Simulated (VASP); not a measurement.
Write the native input for VASP 6.6.1 that does the following.

- Task: single point
- Functional: PBEsol
- Potentials or basis: VASP PAW PBE potentials, release 64 (Zn, S)
- Cutoff: 520 eV
- k mesh: 9 × 9 × 6
- Occupations: gaussian, width 0.05 eV
- Spin: no spin polarisation
- Dipole correction: no
- Further INCAR settings: ALGO = Normal; EDIFF = 1e-06; NBANDS = 26

The structure of ZnS lies in POSCAR:

```
ZnS
1.0
    3.8311821878      0.0000000000      0.0000000000
   -1.9155910939      3.3179011011      0.0000000000
    0.0000000000      0.0000000000      6.2903751065
Zn S
2 2
Direct
    0.3333333333      0.6666666667      0.0054424479
    0.6666666667      0.3333333333      0.5054424479
    0.3333333333      0.6666666667      0.3795575521
    0.6666666667      0.3333333333      0.8795575521
```

The input as run:

INCAR

```
  PREC = Accurate
  ENCUT = 520
  EDIFF = 1E-6
  ISMEAR = 0
  SIGMA = 0.05
  LREAL = F
  LASPH = T
  NELM = 100
  ALGO = Normal
  ISIF = 2
  LWAVE = F
  LCHARG = F
  GGA = PS
  NBANDS = 26
```

KPOINTS

```
Automatic mesh
0
Gamma
  9 9 6
```

Potentials or basis: VASP PAW PBE potentials, release 64 (Zn, S).

The run is started by

```bash
$ cat potpaw_PBE.64/Zn/POTCAR potpaw_PBE.64/S/POTCAR > POTCAR
$ mpirun -np 1 vasp_std > vasp.out
```

It gave:

The pressure is -2.6 GPa and the largest force is 0.008 eV/Å. The band gap on the k mesh is 1.99 eV.

Caveat: the PAW data sets were made with another functional, which shifts forces and pressure a little.

It took 100 s on 1 thread of Intel Xeon 8259CL, with other jobs on the host, peak memory 0.23 GiB.
